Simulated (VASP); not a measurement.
Set up this calculation in VASP 6.6.1, as the native input.

| Quantity | Value |
| --- | --- |
| Task | single point |
| Functional | PBEsol |
| Potentials or basis | VASP PAW PBE potentials, release 64 (Bi_d) |
| Cutoff | 520 eV |
| k mesh | 6 × 6 × 6 |
| Occupations | gaussian, width 0.1 eV |
| Spin | no spin polarisation |
| Dipole correction | no |
| Further INCAR settings | ALGO = Fast; EDIFF = 1e-06; NBANDS = 38 |

The structure of Bi lies in POSCAR:

```
Bi
1.0
   -4.4497480000      4.4497480000      2.0656320000
    4.4497480000     -4.4497480000      2.0656320000
    4.4497480000      4.4497480000     -2.0656320000
Bi
4
Direct
    0.8543445000      0.3543445000      0.2086890000
    0.1456555000      0.6456555000      0.7913110000
    0.3543445000      0.1456555000      0.5000000000
    0.6456555000      0.8543445000      0.5000000000
```

The input as run:

INCAR

```
PREC = Accurate
ENCUT = 520
EDIFF = 1E-6
ISMEAR = 0
SIGMA = 0.1
LREAL = F
LASPH = T
NELM = 60
ALGO = Fast
ISIF = 2
LWAVE = F
LCHARG = F
GGA = PS
NBANDS = 38
```

KPOINTS

```
regular mesh
0
Gamma
  6 6 6
```

Potentials or basis: VASP PAW PBE potentials, release 64 (Bi_d).

The run is started by

```console
$ cat potpaw_PBE.64/Bi_d/POTCAR > POTCAR
$ mpirun -np 1 vasp_std > vasp.out
```

It gave:

- Pressure: -1.9 GPa
- Largest force: 0.224 eV/Å
- Band gap on the k mesh: zero (band 30 reaches 6.10 eV, above the bottom of band 31 at 4.31 eV)

Caveat: the PAW data sets were made with another functional, which shifts forces and pressure a little; spin-orbit coupling is left out, which moves the levels of the heavy elements.

Wall time 2 min on 1 thread of Intel(R) Xeon(R) 6975P-C (Granite Rapids), with other jobs on the host, peak memory 0.4 GiB.
